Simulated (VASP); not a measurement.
# PdPt (R-3m) in VASP: further runs

The runs below take PdPt through electric field gradients, with LDA.

All numbers are computed with VASP 6.6.1; they aren't measurements. Logs are shortened: lines on timing, memory, paths and dates and some standing lists are left out, and cuts for length are marked.

## Step 1: The cell of the first run

The structure is trigonal, space group R-3m (No. 166). The conventional cell has a = 2.277 Å, b = 2.277 Å, c = 11.114 Å, α = 90.00°, β = 90.00°, γ = 120.00°. Within 3.0 Å of Pd (site symmetry -3m) lie 6 Pt at 2.27 Å and 6 Pd at 2.28 Å. Pt (site symmetry -3m) has 6 Pd at 2.27 Å and 6 Pt at 2.28 Å within 3.0 Å.

## Step 2: Electric field gradients, LDA

INCAR reads:

```
  ALGO = Normal
  EDIFF = 1E-8
  ENCUT = 470
  GGA_COMPAT = F
  ISIF = 2
  ISMEAR = -1
  LASPH = T
  LCHARG = F
  LEFG = T
  LREAL = F
  LWAVE = F
  NBANDS = 25
  NELM = 120
  PREC = Accurate
  SIGMA = 0.05
```

KPOINTS reads:

```
Automatic mesh
0
Gamma
  15 15 15
  0.5 0.5 0.5
```

POSCAR reads:

```
PdPt
1.0
    1.1383073410      0.6572020498      3.7045866346
   -1.1383073410      0.6572020498      3.7045866346
    0.0000000000     -1.3144040995      3.7045866346
Pd Pt
1 1
Direct
    0.0000000000      0.0000000000      0.0000000000
    0.5000000000      0.5000000000      0.5000000000
```

Potentials or basis: VASP PAW LDA potentials, release 64 (Pd_sv_GW, Pt_sv_GW).

Launch:

```console
$ cat potpaw_LDA.64/Pd_sv_GW/POTCAR potpaw_LDA.64/Pt_sv_GW/POTCAR > POTCAR
$ mpirun -np 1 vasp_std > vasp.out
```

OUTCAR:

```text
EDIFF = 1E-8
   ENCUT = 470
   ISIF = 2
   ISMEAR = -1
   LASPH = T
   LREAL = F
   NELM = 120
   PREC = Accurate

 ion  position               nearest neighbor table
   1  0.000  0.000  0.000-   2 2.27   2 2.27   2 2.27   2 2.27   2 2.27   2 2.27
   2  0.500  0.500  0.500-   1 2.27   1 2.27   1 2.27   1 2.27   1 2.27   1 2.27

  LATTYP: Found a trigonal (rhomboedric) cell.
 ALAT       =     3.9308549032
 COS(alpha) =     0.8322837890

  Lattice vectors:

 A1 = (   1.1383073410,   0.6572020498,   3.7045866346)
 A2 = (  -1.1383073410,   0.6572020498,   3.7045866346)
 A3 = (   0.0000000000,  -1.3144040995,   3.7045866346)

Analysis of symmetry for initial positions (statically):
=====================================================================
 Subroutine PRICEL returns:
 Original cell was already a primitive cell.

 Routine SETGRP: Setting up the symmetry group for a
 trigonal (rhombohedral) supercell.

 Subroutine GETGRP returns: Found 12 space group operations
 (whereof 12 operations were pure point group operations)
 out of a pool of 12 trial point group operations.

The static configuration has the point symmetry D_3d.

Analysis of symmetry for dynamics (positions and initial velocities):
=====================================================================
 Subroutine PRICEL returns:
 Original cell was already a primitive cell.

 Routine SETGRP: Setting up the symmetry group for a
 trigonal (rhombohedral) supercell.

 Subroutine GETGRP returns: Found 12 space group operations
 (whereof 12 operations were pure point group operations)
 out of a pool of 12 trial point group operations.

The dynamic configuration has the point symmetry D_3d.

 Subroutine INISYM returns: Found 12 space group operations
 (whereof 12 operations are pure point group operations),
 and found     1 'primitive' translations

----------------------------------------------------------------------------------------

                                     Primitive cell

  volume of cell :      16.6284

  direct lattice vectors                    reciprocal lattice vectors
     1.138307341  0.657202050  3.704586635     0.439248683  0.253600345  0.089978550
    -1.138307341  0.657202050  3.704586635    -0.439248683  0.253600345  0.089978550
     0.000000000 -1.314404099  3.704586635     0.000000000 -0.507200690  0.089978550

  length of vectors
     3.930854903  3.930854903  3.930854903     0.515120063  0.515120063  0.515120063

  position of ions in fractional coordinates (direct lattice)
     0.000000000  0.000000000  0.000000000
     0.500000000  0.500000000  0.500000000

  ion indices of the primitive-cell ions
   primitive index   ion index
                 1           1
                 2           2

----------------------------------------------------------------------------------------

 KPOINTS: Automatic mesh

Automatic generation of k-mesh.
 Grid dimensions read from file:
 generate k-points for:   15   15   15

 Generating k-lattice:

  Cartesian coordinates                     Fractional coordinates (reciprocal lattice)
     0.029283246  0.016906690  0.005998570     0.066666667  0.000000000 -0.000000000
    -0.029283246  0.016906690  0.005998570     0.000000000  0.066666667 -0.000000000
     0.000000000 -0.033813379  0.005998570    -0.000000000 -0.000000000  0.066666667

  Length of vectors
     0.034341338  0.034341338  0.034341338

  Shift w.r.t. Gamma in fractional coordinates (k-lattice)
     0.500000000  0.500000000  0.500000000

 Subroutine IBZKPT returns following result:
 ===========================================

 Found    344 irreducible k-points:

 Following reciprocal coordinates:
            Coordinates               Weight
  0.033333  0.033333  0.033333      2.000000
  0.100000  0.033333  0.033333      6.000000
  0.166667  0.033333  0.033333      6.000000
  0.233333  0.033333  0.033333      6.000000
  0.300000  0.033333  0.033333      6.000000
  0.366667  0.033333  0.033333      6.000000
[... 16 lines left out ...]
 -0.433333  0.100000  0.033333     12.000000
 -0.366667  0.100000  0.033333     12.000000
 [... further k-points ...]
   k-points           NKPTS =    344   k-points in BZ     NKDIM =    344   number of bands    NBANDS=     25
   number of dos      NEDOS =    301   number of ions     NIONS =      2
   total plane-waves  NPLWV =  21952
   dimension x,y,z NGX =    28 NGY =   28 NGZ =   28
   dimension x,y,z NGXF=    56 NGYF=   56 NGZF=   56
   ions per type =               1   1
   NGX,Y,Z   is equivalent  to a cutoff of  11.84, 11.84, 11.84 a.u.
   NGXF,Y,Z  is equivalent  to a cutoff of  23.68, 23.68, 23.68 a.u.
 SYSTEM =  unknown system
   PREC   = accura    normal or accurate (medium, high low for compatibility)
   ISTART =      0    job   : 0-new  1-cont  2-samecut
   ICHARG =      2    charge: 1-file 2-atom 10-const
   ISPIN  =      1    spin polarized calculation?
   LNONCOLLINEAR =      F non collinear calculations
   LSORBIT =      F    spin-orbit coupling
   LASPH  =      T    aspherical Exc in radial PAW
   ENCUT  =  470.0 eV  34.54 Ry    5.88 a.u.   6.95  6.95  6.95*2*pi/ulx,y,z
   NELM   =    120;   NELMIN=  2; NELMDL= -5     # of ELM steps
   EDIFF  = 0.1E-07   stopping-criterion for ELM
   LREAL  =      F    real-space projection
   EDIFFG = 0.1E-06   stopping-criterion for IOM
   NSW    =      0    number of steps for IOM
   IBRION =     -1    ionic relax: 0-MD 1-quasi-New 2-CG
   NFREE  =      0    steps in history (QN), initial steepest desc. (CG)
   ISIF   =      2    stress and relaxation
   ISYM   =      2    0-nonsym 1-usesym 2-fastsym
   POTIM  = 0.5000    time-step for ionic-motion
   TEBEG  =    0.0;   TEEND  =   0.0 temperature during run
   PSTRESS=    0.0 pullay stress
   NELECT =      36.0000    total number of electrons
   NUPDOWN=      -1.0000    fix difference up-down
   EMIN   =  10.00;   EMAX   =-10.00  energy-range for DOS
   EFERMI =   0.00;   METHOD = LEGACY
   ISMEAR =    -1;   SIGMA  =   0.05  broadening in eV -4-tet -1-fermi 0-gaus
   EFERMI_NEDOS =   21; number of points for ismear=-14 and -15
   IALGO  =     38    algorithm
   IMIX   =      4    mixing-type and parameters
     AMIX     =   0.40;   BMIX     =  1.00
     AMIX_MAG =   1.60;   BMIX_MAG =  1.00
  volume/ion in A,a.u.               =       8.31        56.11
  Fermi-wavevector in a.u.,A,eV,Ry     =   2.117837  4.002131 61.025302  4.485233
  Thomas-Fermi vector in A             =   3.103131
   LORBIT       =      0    0 simple, 1 ext, 2 COOP (PROOUT), +10 PAW based schemes
   GGA     = CA    functional components
   LHFCALC =     F    Hartree Fock is set to
   AEXX    =    0.0000 exact exchange contribution
   IVDW    =     0    specifies the selected vdW correction
   LEPSILON=     F    determine dielectric tensor
   LRPA    =     F    only Hartree local field effects (RPA)
 non-spin polarized calculation
  energy-cutoff  :      470.00
  volume of cell :       16.63
 maximum number of plane-waves:       394
   NGX = 13   NGY = 13   NGZ = 13

 number of electron      35.9999998 magnetization

 Free energy of the ion-electron system (eV)
  ---------------------------------------------------
  ext. energy  EPLUGINS =         0.00000000
  ---------------------------------------------------
  free energy    TOTEN  =         1.09984949 eV

  energy without entropy =        1.11174525  energy(sigma->0) =        1.10579737

 E-fermi :  22.9425     XC(G=0): -18.2390

 val. band max:       22.9392941558   @ k =  -0.3000   0.5000   0.3000
 cond. band min:      22.9437162787   @ k =  -0.3667  -0.3667   0.1000
 fundamental gap:      0.0044221230
 Fermi energy:        22.9424610425

 k-point     1 :       0.0333    0.0333    0.0333
  band No.  band energies     occupation
      1     -78.1594      2.00000
      2     -63.9525      2.00000
      3     -33.7603      2.00000
      4     -31.6638      2.00000
      5     -31.6638      2.00000
      6     -29.5785      2.00000
[... 17 lines left out ...]
     24      43.9571      0.00000
     25      44.1150      0.00000

 k-point     2 :       0.1000    0.0333    0.0333
  band No.  band energies     occupation
      1     -78.1453      2.00000
      2     -63.9355      2.00000
      3     -33.7121      2.00000
      4     -31.7942      2.00000
      5     -31.6914      2.00000
      6     -29.6036      2.00000
[... 17 lines left out ...]
     24      43.3360      0.00000
     25      44.2312      0.00000

 k-point     3 :       0.1667    0.0333    0.0333
  band No.  band energies     occupation
      1     -78.1049      2.00000
      2     -63.8865      2.00000
      3     -33.5870      2.00000
      4     -32.1527      2.00000
      5     -31.7704      2.00000
      6     -29.6569      2.00000
[... 17 lines left out ...]
     24      42.1780      0.00000
     25      45.1484      0.00000

 k-point     4 :       0.2333    0.0333    0.0333
  band No.  band energies     occupation
      1     -78.0449      2.00000
      2     -63.8136      2.00000
      3     -33.4008      2.00000
      4     -32.6644      2.00000
      5     -31.8864      2.00000
      6     -29.7480      2.00000
[... 17 lines left out ...]
     24      41.4591      0.00000
     25      44.4719      0.00000

 k-point     5 :       0.3000    0.0333    0.0333
  band No.  band energies     occupation
      1     -77.9754      2.00000
      2     -63.7288      2.00000
      3     -33.2459      2.00000
      4     -33.1604      2.00000
      5     -32.0182      2.00000
      6     -30.1423      2.00000
[... 17 lines left out ...]
     24      43.0565      0.00000
     25      44.4585      0.00000

 k-point     6 :       0.3667    0.0333    0.0333
  band No.  band energies     occupation
      1     -77.9077      2.00000
      2     -63.6465      2.00000
      3     -33.7532      2.00000
      4     -32.9451      2.00000
      5     -32.1430      2.00000
      6     -30.5661      2.00000
[... 17 lines left out ...]
     24      44.5115      0.00000
     25      46.0906      0.00000
[... 393 lines left out ...]
 k-point    21 :       0.4333    0.1000    0.0333
  band No.  band energies     occupation
      1     -77.8739      2.00000
      2     -63.6052      2.00000
      3     -33.9624      2.00000
      4     -32.8281      2.00000
      5     -32.2785      2.00000
      6     -30.7141      2.00000
[... 17 lines left out ...]
     24      43.8145      0.00000
     25      45.1278      0.00000

 k-point    22 :       0.5000    0.1000    0.0333
  band No.  band energies     occupation
      1     -77.8326      2.00000
      2     -63.5543      2.00000
      3     -34.2557      2.00000
      4     -32.6979      2.00000
      5     -32.3653      2.00000
      6     -30.9535      2.00000
[... 17 lines left out ...]
     24      43.3448      0.00000
     25      43.6975      0.00000

 k-point    23 :      -0.4333    0.1000    0.0333
  band No.  band energies     occupation
      1     -77.8179      2.00000
      2     -63.5359      2.00000
      3     -34.3562      2.00000
      4     -32.6664      2.00000
      5     -32.3952      2.00000
      6     -31.0412      2.00000
[... 17 lines left out ...]
     24      42.5997      0.00000
     25      43.0791      0.00000

 k-point    24 :      -0.3667    0.1000    0.0333
  band No.  band energies     occupation
      1     -77.8328      2.00000
      2     -63.5536      2.00000
      3     -34.2515      2.00000
      4     -32.7425      2.00000
      5     -32.3644      2.00000
      6     -30.9650      2.00000
[... 17 lines left out ...]
     24      42.0069      0.00000
     25      43.1148      0.00000

 [... further k-points ...]

------------------------ aborting loop because EDIFF is reached ----------------------------------------

  FORCE on cell =-STRESS in cart. coord.  units (eV):
  Direction    XX          YY          ZZ          XY          YZ          ZX
  --------------------------------------------------------------------------------------
  -------------------------------------------------------------------------------------
  Total       62.2902221     62.2902222     62.1955159      0.0000000      0.0000000      0.0000000
  in kB     6001.7929666   6001.7929670   5992.6678234      0.0000000      0.0000001      0.0000000
  external PRESSURE =    5998.7512524 kB  Pullay stress =       0.0000000 kB

 VOLUME and BASIS-vectors are now :
 -----------------------------------------------------------------------------
  energy-cutoff  :      470.00
  volume of cell :       16.63
      direct lattice vectors                 reciprocal lattice vectors
     1.138307341  0.657202050  3.704586635     0.439248683  0.253600345  0.089978550
    -1.138307341  0.657202050  3.704586635    -0.439248683  0.253600345  0.089978550
     0.000000000 -1.314404099  3.704586635     0.000000000 -0.507200690  0.089978550

 POSITION                                       TOTAL-FORCE (eV/Angst)
 -----------------------------------------------------------------------------------
      0.00000      0.00000      0.00000        -0.000000     -0.000000     -0.000000
      0.00000      0.00000      5.55688         0.000000      0.000000      0.000000
 -----------------------------------------------------------------------------------
    total drift:                                0.000000     -0.000000      0.000000

  FREE ENERGIE OF THE ION-ELECTRON SYSTEM (eV)
  ---------------------------------------------------
  free  energy   TOTEN  =         1.0998494855 eV

  energy  without entropy=        1.1117452543  energy(sigma->0) =        1.10579737

 Electric field gradients (V/A^2)
---------------------------------------------------------------------
 ion       V_xx      V_yy      V_zz      V_xy      V_xz      V_yz
---------------------------------------------------------------------
   1       4.674     4.674    -9.348    -0.000     0.000    -0.000
   2     -29.904   -29.904    59.809     0.000    -0.000    -0.000
---------------------------------------------------------------------

 Electric field gradients after diagonalization (V/A^2)
 (convention: |V_zz| > |V_xx| > |V_yy|)
----------------------------------------------------------------------
 ion       V_xx      V_yy      V_zz     asymmetry (V_yy - V_xx)/ V_zz
----------------------------------------------------------------------
   1       4.674     4.674    -9.348       0.000
   2     -29.904   -29.904    59.809       0.000
----------------------------------------------------------------------

           NMR quadrupolar parameters

 Cq : quadrupolar parameter    Cq=e*Q*V_zz/h
 eta: asymmetry parameters     (V_yy - V_xx)/ V_zz
 Q  : nuclear electric quadrupole moment in mb (millibarn)
----------------------------------------------------------------------
 ion       Cq(MHz)       eta       Q (mb)
----------------------------------------------------------------------
   1      -0.023       0.000       1.000
   2       0.145       0.000       1.000
----------------------------------------------------------------------
```

Run time: 7.4 min. Hardware: 1 thread of AMD EPYC 7R43 (Zen 3), shared host; peak memory 0.26 GiB.

Results:

```
Free energy                             : 1.0998 eV
Pressure                                : 599.9 GPa
Band gap on the k mesh                  : zero (bands 18 and 19 overlap by 4.30 eV)
Largest electric field gradient by atom : Pd -9.3; Pt +59.8 V/Å²
```

Levels at points of the mesh, in eV from the Fermi level:
| k point | band 16 | band 17 | band 18 | band 19 | band 20 | band 21 |
| --- | --- | --- | --- | --- | --- | --- |
| (0.50, 0.50, 0.50) | -7.05 | -3.72 | -3.72 | -3.08 | -3.08 | 13.06 |

Electric field gradients, principal values (V/Å²):
| atom | least | middle | greatest (by size) |
| --- | --- | --- | --- |
| 1 Pd | 4.674 | 4.674 | -9.348 |
| 2 Pt | -29.904 | -29.904 | 59.809 |

Caveat: the cell stands under pressure; without QUAD_EFG the Cq values of the log hold for a quadrupole moment of 1 mb, not for the nuclei; spin-orbit coupling is left out, which moves the levels of the heavy elements.

(Continued in part 2 of 2.)
